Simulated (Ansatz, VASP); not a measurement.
# In3Se: VASP beside Ansatz

```
In Se
1.0
     4.74327    0.00000    0.00000
     0.00000    4.74327    0.00000
     0.00000    0.00000    4.74327
In Se
3 1
Cartesian
  0.0000 2.3716 2.3716
  2.3716 0.0000 2.3716
  2.3716 2.3716 0.0000
  0.0000 0.0000 0.0000
```

Alike in both runs: functional r2SCAN; k mesh 10 × 10 × 10; occupations gaussian, width 0.1 eV; no spin polarisation.

Ansatz relaxed the structure, and its values are those at the end. VASP's run is a single point on that final structure, the one shown.

```csv
,VASP,Ansatz
version,VASP 6.6.1,Ansatz 0.2.0
potentials or method,"VASP PAW PBE potentials, release 64 (In_d, Se), cutoff 520 eV","scalar-relativistic, plane waves, PAW"
valence electrons in the cell,45,55
```

|  | VASP | Ansatz | Ansatz less VASP |
| --- | --- | --- | --- |
| gap on the k mesh at the Fermi level (eV) | none | none | - |
| pressure (GPa) | 0.0 | 0.0 | +0.01 |

VASP's potentials were made for PBE, not for r2SCAN. A gap of «none» marks a metal or a gap that the smearing closes. VASP's potentials hold 45 valence electrons a cell and Ansatz's 55, so a difference there can come from the potentials and not from the codes.
